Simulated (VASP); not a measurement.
Here is a VASP 6.6.1 calculation.

File INCAR:

```
SYSTEM = Ag
  PREC = Accurate
  ENCUT = 520
  EDIFF = 1E-6
  ISMEAR = -1
  SIGMA = 0.05
  LREAL = .FALSE.
  LASPH = .TRUE.
  NELM = 80
  ALGO = Normal
  ISIF = 2
  LWAVE = .FALSE.
  LCHARG = .FALSE.
  GGA = CA
  NBANDS = 18
```

KPOINTS

```
regular mesh
0
G
  9 9 5
  0 0 0
```

The input POSCAR:

```
Ag
1.0
    2.8368869079      0.0000000000      0.0000000000
   -1.4184434539      2.4568161299      0.0000000000
    0.0000000000      0.0000000000      4.6377775757
Ag
2
Direct
    0.3333333333      0.6666666667      0.2500000000
    0.6666666667      0.3333333333      0.7500000000
```

Potentials or basis: VASP PAW LDA potentials, release 64 (Ag).

The run is started by

```console
$ cat potpaw_LDA.64/Ag/POTCAR > POTCAR
$ mpirun -np 1 vasp_std > vasp.out
```

Task: Estimate the pressure.

Result: -1.2 GPa.

Task: Predict the band gap on the k mesh.

Result: Zero (band 11 reaches 12.98 eV, above the bottom of band 12 at 5.63 eV).

Stress tensor (GPa, compression positive):
```
-1.91  0.00  0.00
 0.00 -1.91  0.00
 0.00  0.00  0.13
```
